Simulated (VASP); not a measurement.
# Pd (Fm-3m) in VASP: further runs

The runs below take Pd through relaxation of cell and atoms, with PBE.

Everything below comes from runs of VASP 6.6.1. Logs are shortened: lines on timing, memory, paths and dates and some standing lists are left out, and cuts for length are marked.

## 1. The cell of the first run

The structure is cubic, space group Fm-3m (No. 225). The conventional cell has a = 3.309 Å, b = 3.309 Å, c = 3.309 Å, α = 90.00°, β = 90.00°, γ = 90.00°. Pd (site symmetry m-3m) has 12 Pd at 2.34 Å within 3.1 Å.

## 2. Relaxation of cell and atoms, PBE, target pressure 350 GPa, at which the enthalpy is minimised

Contents of INCAR:

```
SYSTEM = Pd
PREC = Accurate
ENCUT = 600
EDIFF = 1E-6
ISMEAR = -1
SIGMA = 0.05
LREAL = .FALSE.
LASPH = .TRUE.
NELM = 80
ALGO = Normal
ISIF = 3
LWAVE = .FALSE.
LCHARG = .FALSE.
GGA = PE
IBRION = 2
NSW = 60
EDIFFG = -0.005
PSTRESS = 3500.0
```

Contents of KPOINTS:

```
Automatic mesh
0
G
  20 20 20
  0 0 0
```

Contents of POSCAR:

```
Pd
1.0
    0.0000000000      1.6546346659      1.6546346659
    1.6546346659      0.0000000000      1.6546346659
    1.6546346659      1.6546346659      0.0000000000
Pd
1
Direct
    0.0000000000      0.0000000000      0.0000000000
```

Potentials or basis: VASP PAW PBE potentials, release 64 (Pd).

Command:

```console
$ cat potpaw_PBE.64/Pd/POTCAR > POTCAR
$ mpirun -np 1 vasp_std > vasp.out
```

OUTCAR:

```text
SYSTEM = Pd
   PREC = Accurate
   ENCUT = 600
   EDIFF = 1E-6
   ISMEAR = -1
   LREAL = .FALSE.
   LASPH = .TRUE.
   NELM = 80
   ISIF = 3
   GGA = PE
   IBRION = 2
   NSW = 60
   EDIFFG = -0.005
   PSTRESS = 3500.0

 ion  position               nearest neighbor table
   1  0.000  0.000  0.000-

  LATTYP: Found a face centered cubic cell.
 ALAT       =     3.3092693318

  Lattice vectors:

 A1 = (   0.0000000000,   1.6546346659,   1.6546346659)
 A2 = (   1.6546346659,   0.0000000000,   1.6546346659)
 A3 = (   1.6546346659,   1.6546346659,   0.0000000000)

Analysis of symmetry for initial positions (statically):
=====================================================================
 Subroutine PRICEL returns:
 Original cell was already a primitive cell.

 Routine SETGRP: Setting up the symmetry group for a
 face centered cubic supercell.

 Subroutine GETGRP returns: Found 48 space group operations
 (whereof 48 operations were pure point group operations)
 out of a pool of 48 trial point group operations.

The static configuration has the point symmetry O_h .

Analysis of symmetry for dynamics (positions and initial velocities):
=====================================================================
 Subroutine PRICEL returns:
 Original cell was already a primitive cell.

 Routine SETGRP: Setting up the symmetry group for a
 face centered cubic supercell.

 Subroutine GETGRP returns: Found 48 space group operations
 (whereof 48 operations were pure point group operations)
 out of a pool of 48 trial point group operations.

The dynamic configuration has the point symmetry O_h .

 Subroutine INISYM returns: Found 48 space group operations
 (whereof 48 operations are pure point group operations),
 and found     1 'primitive' translations

----------------------------------------------------------------------------------------

                                     Primitive cell

  volume of cell :       9.0602

  direct lattice vectors                    reciprocal lattice vectors
     0.000000000  1.654634666  1.654634666    -0.302181509  0.302181509  0.302181509
     1.654634666  0.000000000  1.654634666     0.302181509 -0.302181509  0.302181509
     1.654634666  1.654634666  0.000000000     0.302181509  0.302181509 -0.302181509

[... 85 lines left out ...]
   IBRION =      2    ionic relax: 0-MD 1-quasi-New 2-CG
   NFREE  =      1    steps in history (QN), initial steepest desc. (CG)
   ISIF   =      3    stress and relaxation
   ISYM   =      2    0-nonsym 1-usesym 2-fastsym
   POTIM  = 0.5000    time-step for ionic-motion
   TEBEG  =    0.0;   TEEND  =   0.0 temperature during run
   PSTRESS= 3500.0 pullay stress
   NELECT =      10.0000    total number of electrons
   NUPDOWN=      -1.0000    fix difference up-down
   EMIN   =  10.00;   EMAX   =-10.00  energy-range for DOS
   EFERMI =   0.00;   METHOD = LEGACY
   ISMEAR =    -1;   SIGMA  =   0.05  broadening in eV -4-tet -1-fermi 0-gaus
   EFERMI_NEDOS =   21; number of points for ismear=-14 and -15
   IALGO  =     38    algorithm
   IMIX   =      4    mixing-type and parameters
     AMIX     =   0.40;   BMIX     =  1.00
     AMIX_MAG =   1.60;   BMIX_MAG =  1.00
  volume/ion in A,a.u.               =       9.06        61.14
  Fermi-wavevector in a.u.,A,eV,Ry     =   1.691853  3.197139 38.944877  2.862368
  Thomas-Fermi vector in A             =   2.773545
   LORBIT       =      0    0 simple, 1 ext, 2 COOP (PROOUT), +10 PAW based schemes
   GGA     = PE    functional components
   LHFCALC =     F    Hartree Fock is set to
   AEXX    =    0.0000 exact exchange contribution
   IVDW    =     0    specifies the selected vdW correction
   LEPSILON=     F    determine dielectric tensor
   LRPA    =     F    only Hartree local field effects (RPA)
 conjugate gradient relaxation of ions
 non-spin polarized calculation
  energy-cutoff  :      600.00
  volume of cell :        9.06
 maximum number of plane-waves:       318
   NGX =  9   NGY =  9   NGZ =  9

--------------------------------------- Ionic step        1  -------------------------------------------

 number of electron      10.0000001 magnetization

 Free energy of the ion-electron system (eV)
  ---------------------------------------------------
  ext. energy  EPLUGINS =         0.00000000
  ---------------------------------------------------
  free energy    TOTEN  =        -1.16770049 eV

  energy without entropy =       -1.15932519  energy(sigma->0) =       -1.16351284

------------------------ aborting loop because EDIFF is reached ----------------------------------------

  FORCE on cell =-STRESS in cart. coord.  units (eV):
  Direction    XX          YY          ZZ          XY          YZ          ZX
  --------------------------------------------------------------------------------------
  -------------------------------------------------------------------------------------
  Total       20.0836122     20.0836122     20.0836122      0.0000000      0.0000000      0.0000000
  in kB     3551.5346608   3551.5346608   3551.5346608      0.0000000      0.0000000      0.0000000
  external PRESSURE =      51.5346608 kB  Pullay stress =    3500.0000000 kB
[... 61 lines left out ...]
--------------------------------------- Ionic step        3  -------------------------------------------

 number of electron      10.0000001 magnetization

 Free energy of the ion-electron system (eV)
  ---------------------------------------------------
  ext. energy  EPLUGINS =         0.00000000
  ---------------------------------------------------
  free energy    TOTEN  =        -1.23463338 eV

  energy without entropy =       -1.22620532  energy(sigma->0) =       -1.23041935

 E-fermi :  20.6690     XC(G=0): -16.4291

 val. band max:       20.6588434449   @ k =  -0.4000   0.3500   0.1000
 cond. band min:      20.6750388163   @ k =   0.4500   0.1000   0.0000
 fundamental gap:      0.0161953714
 Fermi energy:        20.6690306294

 k-point     1 :       0.0000    0.0000    0.0000
  band No.  band energies     occupation
      1       9.1629      2.00000
      2      14.5172      2.00000
      3      14.5172      2.00000
      4      14.5172      2.00000
      5      18.0287      2.00000
      6      18.0287      2.00000
      7      36.4128      0.00000
      8      44.3106      0.00000
      9      44.3107      0.00000
[... 265 lines left out ...]
 k-point    24 :      -0.3500    0.0500    0.0000
  band No.  band energies     occupation
      1      10.6137      2.00000
      2      14.5627      2.00000
      3      14.6958      2.00000
      4      17.5668      2.00000
      5      19.3179      2.00000
      6      20.6894      0.79931
      7      35.0534      0.00000
      8      38.6265      0.00000
      9      44.5564      0.00000

 [... further k-points ...]
[... 5 lines left out ...]
  --------------------------------------------------------------------------------------
  -------------------------------------------------------------------------------------
  Total       19.8553678     19.8553678     19.8553678      0.0000000      0.0000000     -0.0000000
  in kB     3499.4216328   3499.4216328   3499.4216328      0.0000000      0.0000000     -0.0000000
  external PRESSURE =      -0.5783672 kB  Pullay stress =    3500.0000000 kB
[... 20 lines left out ...]
  energy  without entropy=       -1.2262053160  energy(sigma->0) =       -1.23041935

  enthalpy is  TOTEN    =        18.6240159795 eV   P V=       19.8586493603

 reached required accuracy - stopping structural energy minimisation
```

Run time: 72 s. Hardware: 1 thread of Intel Xeon 8259CL, shared host; peak memory 0.16 GiB.

Results:

- Free energy: -1.2346 eV
- Relaxed volume: 9.09 Å³/atom
- Relaxed cell: a = 2.343 Å, b = 2.343 Å, c = 2.343 Å, α = 60.00°, β = 60.00°, γ = 60.00°
- Space group after relaxing (to 0.1 Å): Fm-3m (No. 225)
- Energy change on relaxing (the run minimises the enthalpy): -66.9 meV/atom
- Ionic steps: 3
- Pressure after relaxing: 349.9 GPa
- Band gap on the k mesh: zero (bands 5 and 6 overlap by 3.65 eV)

The path:
```csv
step,energy change (eV),largest force (eV/Å),pressure (GPa),volume (Å³)
1,0.0000,0.0000,355.15,9.06
2,-0.7823,0.0000,293.72,9.45
3,-0.0669,0.0000,349.94,9.09
```

Final structure:
```xyz
1
Lattice="0.0000 1.6565 1.6565 1.6565 0.0000 1.6565 1.6565 1.6565 0.0000" Properties=species:S:1:pos:R:3 pbc="T T T"
Pd    0.0000    0.0000    0.0000
```

Caveat: the cell is relaxed towards a set pressure, so the run minimises the enthalpy, not the energy.

## 3. Relaxation of cell and atoms, PBE, target pressure 350 GPa, at which the enthalpy is minimised

This run uses another cell than the first one, of 9.09 Å³/atom.

Contents of INCAR:

```
  PREC = Accurate
  ENCUT = 600
  EDIFF = 1E-7
  ISMEAR = -1
  SIGMA = 0.05
  LREAL = False
  LASPH = True
  NELM = 80
  ALGO = Normal
  ISIF = 3
  LWAVE = False
  LCHARG = False
  GGA = PE
  IBRION = 2
  NSW = 32
  EDIFFG = -0.005
  PSTRESS = 3500.0
```

Contents of KPOINTS:

```
Automatic mesh
0
Gamma
  20 20 20
```

Contents of POSCAR:

```
Pd
1.0
    0.0000000000      1.6562343294      1.6562343294
    1.6562343294      0.0000000000      1.6562343294
    1.6562343294      1.6562343294      0.0000000000
Pd
1
Direct
    0.0000000000      0.0000000000      0.0000000000
```

Potentials or basis: VASP PAW PBE potentials, release 64 (Pd).

Command:

```console
$ cat potpaw_PBE.64/Pd/POTCAR > POTCAR
$ mpirun -np 1 vasp_std > vasp.out
```

Run time: 1.9 min. Hardware: 1 thread of Intel Xeon 8259CL, shared host; peak memory 0.15 GiB.

The run converged. Its results:

```yaml
Free_energy: -1.2335 eV
Relaxed_volume: 9.09 Å³/atom
Relaxed_cell: a = 2.343 Å, b = 2.343 Å, c = 2.343 Å, α = 60.00°, β = 60.00°, γ = 60.00°
Space_group_after_relaxing_to_0.1_Å: Fm-3m (No. 225)
Energy_change_on_relaxing_the_run_minimises_the_enthalpy: -7.8 meV/atom
Ionic_steps: 3
Pressure_after_relaxing: 350.0 GPa
Band_gap_on_the_k_mesh: zero (bands 5 and 6 overlap by 3.65 eV)
```

The path:
```tsv
step	energy change (eV)	largest force (eV/Å)	pressure (GPa)	volume (Å³)
1	0.0000	0.0000	350.63	9.09
2	-0.1024	0.0000	342.59	9.13
3	-0.0078	0.0000	350.02	9.09
```

Final structure:
```yaml
crystal:
  lattice:
    - [0.00000, 1.65645, 1.65645]
    - [1.65645, 0.00000, 1.65645]
    - [1.65645, 1.65645, 0.00000]
  atoms:
    - { symbol: Pd, position: [0.00000, 0.00000, 0.00000] }
```

Levels at points of the mesh, in eV from the Fermi level:
```csv
k point,band 2,band 3,band 4,band 5,band 6,band 7,band 8,band 9
"(0.00, 0.00, 0.00)",-6.15,-6.15,-6.15,-2.64,-2.64,15.74,23.64,23.64
"(0.50, 0.00, 0.00)",-6.34,-6.34,0.03,0.03,0.10,12.68,15.40,23.89
"(0.50, 0.50, 0.00)",-10.82,-0.01,0.77,0.77,3.79,15.77,15.77,17.28
```

Caveat: the cell is relaxed towards a set pressure, so the run minimises the enthalpy, not the energy.

## 4. Relaxation of cell and atoms, PBE

This run uses another cell than the first one, of 15.37 Å³/atom.

Contents of INCAR:

```
SYSTEM = Pd
PREC = Accurate
ENCUT = 600
EDIFF = 1E-7
ISMEAR = -1
SIGMA = 0.05
LREAL = .FALSE.
LASPH = .TRUE.
NELM = 100
ALGO = Normal
ISIF = 3
LWAVE = .FALSE.
LCHARG = .FALSE.
GGA = PE
IBRION = 2
NSW = 60
EDIFFG = -0.005
```

Contents of KPOINTS:

```
Automatic mesh
0
G
  17 17 17
  0 0 0
```

Contents of POSCAR:

```
Pd
1.0
    0.0000000000      1.9734833199      1.9734833199
    1.9734833199      0.0000000000      1.9734833199
    1.9734833199      1.9734833199      0.0000000000
Pd
1
Direct
    0.0000000000      0.0000000000      0.0000000000
```

Command:

```console
$ cat potpaw_PBE.64/Pd/POTCAR > POTCAR
$ mpirun -np 1 vasp_std > vasp.out
```

Run time: 69 s. Hardware: 1 thread of Intel Xeon 8259CL, shared host; peak memory 0.17 GiB.

It converged, with:

```yaml
Free_energy: -5.2232 eV
Relaxed_volume: 15.30 Å³/atom
Relaxed_cell: a = 2.787 Å, b = 2.787 Å, c = 2.787 Å, α = 60.00°, β = 60.00°, γ = 60.00°
Space_group_after_relaxing_to_0.1_Å: Fm-3m (No. 225)
Energy_gained_by_relaxing: 0.2 meV/atom
Ionic_steps: 3
Pressure_after_relaxing: 0.0 GPa
Band_gap_on_the_k_mesh: zero (bands 5 and 6 overlap by 1.46 eV)
```

The path:
```
step  energy change (eV)  largest force (eV/Å)  pressure (GPa)  volume (Å³)
   1              0.0000                0.0000           -0.77        15.37
   2              0.0001                0.0000            1.04        15.21
   3             -0.0002                0.0000            0.01        15.30
```

Final structure:
```yaml
crystal:
  lattice:
    - [0.00000, 1.97036, 1.97036]
    - [1.97036, 0.00000, 1.97036]
    - [1.97036, 1.97036, 0.00000]
  atoms:
    - { symbol: Pd, position: [0.00000, 0.00000, 0.00000] }
```

Levels at points of the mesh, in eV from the Fermi level:
```csv
k point,band 2,band 3,band 4,band 5,band 6,band 7,band 8,band 9
"(0.00, 0.00, 0.00)",-2.67,-2.67,-2.67,-1.15,-1.15,17.18,21.75,21.75
```

## 5. Overview

```csv
cell,k mesh,gap on the mesh (eV),pressure (GPa)
"relaxed to 350 GPa from a = 2.340 Å, angles 60.0°, 1 atom",20 × 20 × 20,none,349.9
"relaxed to 350 GPa from a = 2.342 Å, angles 60.0°, 1 atom",20 × 20 × 20,none,350.0
"relaxed from a = 2.791 Å, angles 60.0°, 1 atom",17 × 17 × 17,none,0.0
```

Alike in all rows: task relaxation of cell and atoms; level PBE; potentials or basis VASP PAW PBE potentials, release 64 (Pd); no spin polarisation; cutoff (eV) 600; smearing fermi-dirac 0.05 eV.

Caveats: the cell is relaxed towards a set pressure, so the run minimises the enthalpy, not the energy (at least some runs).

Absolute energies hang on the potentials; compare differences alone.
